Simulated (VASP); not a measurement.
Set up this calculation in VASP 6.6.1, as the native input.

```
Task                   : single point
Functional             : r2SCAN
Dispersion             : D3(BJ)
Potentials or basis    : VASP PAW PBE potentials, release 64 (Hf_pv, O)
Cutoff                 : 520 eV
k mesh                 : 3 × 3 × 4
Occupations            : gaussian, width 0.01 eV
Spin                   : no spin polarisation
Dipole correction      : no
Further INCAR settings : ALGO = Normal; EDIFF = 1e-06; NBANDS = 31
```

Crystal: HfO2.

```
Hf O
1.0
     4.81353    0.00000    0.00000
     0.00000    4.81353    0.00000
     0.00000    0.00000    3.20541
Hf O
2 4
Direct
  0.00000 0.00000 0.00000
  0.50000 0.50000 0.50000
  0.19495 0.80505 0.50000
  0.30505 0.30505 0.00000
  0.69495 0.69495 0.00000
  0.80505 0.19495 0.50000
```

These files were run (other wordings do the same):

POSCAR

```
HfO2
1.0
    4.8135330000      0.0000000000      0.0000000000
    0.0000000000      4.8135330000      0.0000000000
    0.0000000000      0.0000000000      3.2054150000
Hf O
2 4
Direct
    0.0000000000      0.0000000000      0.0000000000
    0.5000000000      0.5000000000      0.5000000000
    0.1949550000      0.8050450000      0.5000000000
    0.3050450000      0.3050450000      0.0000000000
    0.6949550000      0.6949550000      0.0000000000
    0.8050450000      0.1949550000      0.5000000000
```

INCAR.step1

```
PREC = Accurate
ENCUT = 520
ISMEAR = 0
SIGMA = 0.01
LREAL = F
LASPH = T
NELM = 80
NBANDS = 31
GGA = PE
ALGO = Normal
EDIFF = 1E-4
LWAVE = T
LCHARG = F
```

INCAR.step2

```
PREC = Accurate
ENCUT = 520
EDIFF = 1E-6
ISMEAR = 0
SIGMA = 0.01
LREAL = F
LASPH = T
NELM = 80
ALGO = Normal
ISIF = 2
LWAVE = F
LCHARG = F
METAGGA = R2SCAN
LMIXTAU = T
IVDW = 12
VDW_S6 = 1.0
VDW_S8 = 0.78981345
VDW_A1 = 0.49484001
VDW_A2 = 5.73083694
NBANDS = 31
ISTART = 1
```

KPOINTS

```
regular mesh
0
Gamma
  3 3 4
```

Potentials or basis: VASP PAW PBE potentials, release 64 (Hf_pv, O).

Launch:

```sh
$ cat potpaw_PBE.64/Hf_pv/POTCAR potpaw_PBE.64/O/POTCAR > POTCAR
$ cp INCAR.step1 INCAR
$ mpirun -np 1 vasp_std > vasp.out
$ cp INCAR.step2 INCAR
$ mpirun -np 1 vasp_std > vasp.out
```

It gave:

```json
{
  "Pressure": "-1.0 GPa",
  "Largest force": "0.009 eV/Å",
  "Band gap on the k mesh": "4.53 eV, direct",
  "Dispersion energy per atom": "-0.099 eV"
}
```

Caveat: the k points lie up to 0.49 Å⁻¹ apart; three body term missing; the PAW data sets were made with another functional, which shifts forces and pressure a little; spin-orbit coupling is left out, which moves the levels of the heavy elements.

Run time: 44 s on 1 thread of Intel(R) Xeon(R) Platinum 8488C (Sapphire Rapids) (shared host), peak memory 0.19 GiB.
